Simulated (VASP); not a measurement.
# Tl2ZnO2 (P3m1) in VASP: notebook, part 2 of 2

VASP 6.6.1. Earlier steps stand in the parts before.

## Step 4: Relaxation of cell and atoms, PBE

INCAR

```
SYSTEM = Tl2ZnO2
PREC = Accurate
ENCUT = 600
EDIFF = 1E-7
ISMEAR = 0
SIGMA = 0.1
LREAL = .False.
LASPH = .True.
NELM = 80
ALGO = Normal
ISIF = 3
LWAVE = .False.
LCHARG = .False.
GGA = PE
IBRION = 2
NSW = 90
EDIFFG = -0.04
```

KPOINTS

```
Automatic mesh
0
Gamma
  6 6 2
  0 0 0
```

POSCAR

```
Tl2ZnO2
1.0
    3.5955000000      0.0000000000      0.0000000000
   -1.7977500000      3.1137943400      0.0000000000
    0.0000000000      0.0000000000      7.5559596200
Zn Tl O
1 2 2
Direct
    0.6666666700      0.3333333300      0.6604924000
    0.0000000000      0.0000000000      0.0000000000
    0.3333333300      0.6666666700      0.3920023900
    0.6666666700      0.3333333300      0.1960012000
    0.0000000000      0.0000000000      0.5880035900
```

Potentials or basis: VASP PAW PBE potentials, release 64 (Zn, Tl_d, O).

Launch:

```
$ cat potpaw_PBE.64/Zn/POTCAR potpaw_PBE.64/Tl_d/POTCAR potpaw_PBE.64/O/POTCAR > POTCAR
$ mpirun -np 1 vasp_std > vasp.out
```

OUTCAR:

```text
SYSTEM = Tl2ZnO2
   PREC = Accurate
   ENCUT = 600
   EDIFF = 1E-7
   ISMEAR = 0
   LREAL = .False.
   LASPH = .True.
   NELM = 80
   ISIF = 3
   GGA = PE
   IBRION = 2
   NSW = 90
   EDIFFG = -0.04

 ion  position               nearest neighbor table
   1  0.667  0.333  0.660-   5 2.15   5 2.15   5 2.15   3 2.90   3 2.90   3 2.90   2 3.30   2 3.30
                             2 3.30
   2  0.000  0.000  0.000-   4 2.55   4 2.55   4 2.55   1 3.30   1 3.30   1 3.30   3 3.62   3 3.62
                             3 3.62
   3  0.333  0.667  0.392-   4 2.55   4 2.55   5 2.55   4 2.55   5 2.55   5 2.55   1 2.90   1 2.90
                             1 2.90   2 3.62   2 3.62   2 3.62
   4  0.667  0.333  0.196-   3 2.55   3 2.55   2 2.55   3 2.55   2 2.55   2 2.55
   5  0.000  0.000  0.588-   1 2.15   1 2.15   1 2.15   3 2.55   3 2.55   3 2.55

  LATTYP: Found a hexagonal cell.
 ALAT       =     3.5955000000
 C/A-ratio  =     2.1015045529

  Lattice vectors:

 A1 = (   3.5955000000,   0.0000000000,   0.0000000000)
 A2 = (  -1.7977500000,   3.1137943400,   0.0000000000)
 A3 = (   0.0000000000,   0.0000000000,   7.5559596200)

Analysis of symmetry for initial positions (statically):
=====================================================================
 Subroutine PRICEL returns:
 Original cell was already a primitive cell.

 Routine SETGRP: Setting up the symmetry group for a
 hexagonal supercell.

 Subroutine GETGRP returns: Found  6 space group operations
 (whereof  6 operations were pure point group operations)
 out of a pool of 24 trial point group operations.

The static configuration has the point symmetry C_3v.

Analysis of symmetry for dynamics (positions and initial velocities):
=====================================================================
 Subroutine PRICEL returns:
 Original cell was already a primitive cell.

 Routine SETGRP: Setting up the symmetry group for a
 hexagonal supercell.

 Subroutine GETGRP returns: Found  6 space group operations
 (whereof  6 operations were pure point group operations)
 out of a pool of 24 trial point group operations.
[... 110 lines left out ...]
   EFERMI =   0.00;   METHOD = LEGACY
   ISMEAR =     0;   SIGMA  =   0.10  broadening in eV -4-tet -1-fermi 0-gaus
   EFERMI_NEDOS =   21; number of points for ismear=-14 and -15
   IALGO  =     38    algorithm
   IMIX   =      4    mixing-type and parameters
     AMIX     =   0.40;   BMIX     =  1.00
     AMIX_MAG =   1.60;   BMIX_MAG =  1.00
  volume/ion in A,a.u.               =      16.92       114.17
  Fermi-wavevector in a.u.,A,eV,Ry     =   1.373890  2.596275 25.681990  1.887573
  Thomas-Fermi vector in A             =   2.499366
   LORBIT       =      0    0 simple, 1 ext, 2 COOP (PROOUT), +10 PAW based schemes
   GGA     = PE    functional components
   LHFCALC =     F    Hartree Fock is set to
   AEXX    =    0.0000 exact exchange contribution
   IVDW    =     0    specifies the selected vdW correction
   LEPSILON=     F    determine dielectric tensor
   LRPA    =     F    only Hartree local field effects (RPA)
 conjugate gradient relaxation of ions
 non-spin polarized calculation
 Gauss-broadening in eV      SIGMA  =   0.10
  energy-cutoff  :      600.00
  volume of cell :       84.59
 maximum number of plane-waves:      2853
 NGX is ok and might be reduce to    30
   NGX = 15   NGY = 15   NGZ = 31

--------------------------------------- Ionic step        1  -------------------------------------------

 number of electron      50.0000008 magnetization

 Free energy of the ion-electron system (eV)
  ---------------------------------------------------
  ext. energy  EPLUGINS =         0.00000000
  ---------------------------------------------------
  free energy    TOTEN  =       -17.64001508 eV

  energy without entropy =      -17.63795234  energy(sigma->0) =      -17.63898371

------------------------ aborting loop because EDIFF is reached ----------------------------------------

  FORCE on cell =-STRESS in cart. coord.  units (eV):
  Direction    XX          YY          ZZ          XY          YZ          ZX
  --------------------------------------------------------------------------------------
  -------------------------------------------------------------------------------------
  Total        1.3546381      1.3546381      5.6072348     -0.0000000     -0.0000000      0.0000000
  in kB       25.6563591     25.6563591    106.1990118     -0.0000000     -0.0000000      0.0000000
  external PRESSURE =      52.5039100 kB  Pullay stress =       0.0000000 kB
[... 1039 lines left out ...]
     29       7.8920      0.00000
     30      10.0873      0.00000

[... ionic steps 4 to 12 ...]

--------------------------------------- Ionic step       13  -------------------------------------------

 number of electron      49.9999962 magnetization

------------------------ aborting loop because EDIFF is reached ----------------------------------------
[... 73 lines left out ...]
--------------------------------------- Ionic step       15  -------------------------------------------

 number of electron      49.9999979 magnetization

 Free energy of the ion-electron system (eV)
  ---------------------------------------------------
  ext. energy  EPLUGINS =         0.00000000
  ---------------------------------------------------
  free energy    TOTEN  =       -19.34136116 eV

  energy without entropy =      -19.34048230  energy(sigma->0) =      -19.34092173

 E-fermi :   3.5338     XC(G=0):  -9.8887

 val. band max:        3.4088530037   @ k =   0.5000   0.0000   0.5000
 cond. band min:       3.6182299230   @ k =   0.0000   0.0000   0.0000
 fundamental gap:      0.2093769193
 Fermi energy:         3.5337574459
[... 492 lines left out ...]
  FREE ENERGIE OF THE ION-ELECTRON SYSTEM (eV)
  ---------------------------------------------------
  free  energy   TOTEN  =       -19.3413611606 eV

  energy  without entropy=      -19.3404823004  energy(sigma->0) =      -19.34092173

 reached required accuracy - stopping structural energy minimisation
```

CONTCAR:

```text
Tl2ZnO2
   1.00000000000000
     3.3984014408562899    0.0000000000000000    0.0000000000000000
    -1.6992007204281450    2.9431019806035930   -0.0000000000000000
     0.0000000000000000    0.0000000000000000    9.7008586221983215
  Zn              Tl              O
     1     2     2
Direct
     0.6666666699999979    0.3333333300000021    0.6569836674144474
     0.0000000000000000    0.0000000000000000    0.0100914863993290
     0.3333333300000021    0.6666666699999979    0.3360589815958996
     0.6666666699999979    0.3333333300000021    0.1738655922797071
     1.0000000000000000    0.0000000000000000    0.6594998523106185

  0.00000000E+00  0.00000000E+00  0.00000000E+00
  0.00000000E+00  0.00000000E+00  0.00000000E+00
  0.00000000E+00  0.00000000E+00  0.00000000E+00
  0.00000000E+00  0.00000000E+00  0.00000000E+00
  0.00000000E+00  0.00000000E+00  0.00000000E+00
```

Run time: 17 min. Hardware: 1 thread of Intel Xeon 8259CL, shared host; peak memory 0.26 GiB.

What came out:

* Free energy: -19.3414 eV
* Relaxed volume: 19.41 Å³/atom
* Relaxed cell: a = 3.398 Å, b = 3.398 Å, c = 9.701 Å, α = 90.00°, β = 90.00°, γ = 120.00°
* Space group after relaxing (to 0.1 Å): P3m1 (No. 156)
* Energy gained by relaxing: 340.3 meV/atom
* Ionic steps: 15
* Pressure after relaxing: 0.0 GPa
* Largest force after relaxing: 0.005 eV/Å
* Band gap on the k mesh: 0.21 eV (least direct gap 0.53 eV)

Forces on the atoms (eV/Å):
```
Zn   0.000  0.000 -0.001
Tl   0.000  0.000  0.004
Tl   0.000  0.000 -0.005
O    0.000  0.000  0.002
O    0.000  0.000  0.000
```

Step by step:
| step | energy change (eV) | largest force (eV/Å) | pressure (GPa) | volume (Å³) |
| --- | --- | --- | --- | --- |
| 1 | 0.0000 | 1.8511 | 5.25 | 84.59 |
| 2 | -0.5078 | 1.5510 | -0.96 | 91.52 |
| 3 | -0.7234 | 1.2208 | -5.34 | 100.09 |
| 4 | -1.1532 | 0.9661 | -3.97 | 98.24 |
| 5 | -1.5874 | 0.4433 | -0.04 | 94.88 |
| 6 | -0.6358 | 2.8554 | 17.14 | 86.91 |
| 7 | -1.6210 | 0.7592 | 2.20 | 93.67 |
| 8 | -1.6861 | 0.3696 | 0.58 | 96.25 |
| 9 | -1.6888 | 0.3436 | 0.20 | 96.90 |
| 10 | -1.6972 | 0.1467 | -0.11 | 97.29 |
| 11 | -1.6989 | 0.0859 | -0.30 | 97.55 |
| 12 | -1.6999 | 0.0725 | 0.11 | 97.01 |
| 13 | -1.6999 | 0.0718 | 0.14 | 96.98 |
| 14 | -1.7007 | 0.0484 | 0.09 | 96.99 |
| 15 | -1.7013 | 0.0049 | 0.00 | 97.03 |

Final structure:
```cif
data_structure
_symmetry_space_group_name_H-M 'P 1'
_symmetry_Int_Tables_number 1
_cell_length_a 3.3984
_cell_length_b 3.3984
_cell_length_c 9.7009
_cell_angle_alpha 90.000
_cell_angle_beta 90.000
_cell_angle_gamma 120.000
_cell_volume 97.03
loop_
_atom_site_label
_atom_site_type_symbol
_atom_site_fract_x
_atom_site_fract_y
_atom_site_fract_z
_atom_site_occupancy
Zn1 Zn 0.66667 0.33333 0.65698 1
Tl1 Tl 0.00000 0.00000 0.01009 1
Tl2 Tl 0.33333 0.66667 0.33606 1
O1 O 0.66667 0.33333 0.17387 1
O2 O 0.00000 0.00000 0.65950 1
```

Caveat: a cell axis changed by over 15 % at a fixed basis, so the end point is rough; spin-orbit coupling is left out, which moves the levels of the heavy elements. A k mesh can miss the band edges.

## Step 5: Overview

| task | cell | cutoff (eV) | gap on the mesh (eV) | pressure (GPa) | largest force (eV/Å) |
| --- | --- | --- | --- | --- | --- |
| single point | a = 3.595, b = 3.596, c = 7.556 Å, angles 90.0, 90.0, 120.0°, 5 atoms, atomic positions A | 520 | none | 5.3 | 1.85 |
| single point | a = 3.386, b = 3.386, c = 10.460 Å, angles 90.0, 90.0, 120.0°, 5 atoms, atomic positions B | 520 | 0.40 | 0.2 | 0.03 |
| relaxation of cell and atoms | relaxed from a = 3.595, b = 3.596, c = 7.556 Å, angles 90.0, 90.0, 120.0°, 5 atoms, atomic positions A | 600 | 0.21 | 0.0 | - |

Alike in all rows: level PBE; potentials or basis VASP PAW PBE potentials, release 64 (Zn, Tl_d, O); no spin polarisation; k mesh 6 × 6 × 2; smearing gaussian 0.1 eV.

Caveats: some runs use coarse meshes; spin-orbit coupling is left out, which moves the levels of the heavy elements; forces of over 1 eV/Å act on the atoms, so gaps and moduli don't describe the material at rest (at least some runs); a cell axis changed by over 15 % at a fixed basis, so the end point is rough (at least some runs).

Total energies depend on the potentials used, so only differences within one code and one set of settings carry meaning.

The gap in the log of VASP goes by the Fermi energy; the results here count the filled bands.